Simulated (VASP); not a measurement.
A run of VASP 6.6.1:

File INCAR:

```
PREC = Accurate
ENCUT = 600
EDIFF = 1E-7
ISMEAR = 0
SIGMA = 0.1
LREAL = F
LASPH = T
NELM = 100
ALGO = Normal
ISIF = 3
LWAVE = F
LCHARG = F
GGA = PE
IBRION = 2
NSW = 90
EDIFFG = -0.04
```

KPOINTS

```
Automatic mesh
0
Gamma
  4 4 6
```

Contents of POSCAR:

```
In3GeO2
1.0
    2.8907841478     -6.8747258463      0.0000000000
    2.8907841478      6.8747258463      0.0000000000
    0.0000000000      0.0000000000      3.1315158318
In Ge O
3 1 2
Direct
    0.8043682525      0.1956317475      0.0000000000
    0.1956317475      0.8043682525      0.0000000000
    0.5000000000      0.5000000000      0.5000000000
    0.0000000000      0.0000000000      0.0000000000
    0.5000000000      0.0000000000      0.5000000000
    0.0000000000      0.5000000000      0.5000000000
```

Potentials or basis: VASP PAW PBE potentials, release 64 (In_d, Ge_d, O).

Run with:

```sh
$ cat potpaw_PBE.64/In_d/POTCAR potpaw_PBE.64/Ge_d/POTCAR potpaw_PBE.64/O/POTCAR > POTCAR
$ mpirun -np 1 vasp_std > vasp.out
```

Hardware: 1 thread of AMD EPYC 9R45 96-Core Processor (Zen 5), with other jobs on the host.

**Question.** How long does it take, and how much memory?

**Answer.** Run time: 15 min on 1 thread of AMD EPYC 9R45 96-Core Processor (Zen 5), with other jobs on the host, peak memory 0.39 GiB. Counts: scf iterations 69, k points 28, ion steps 7.
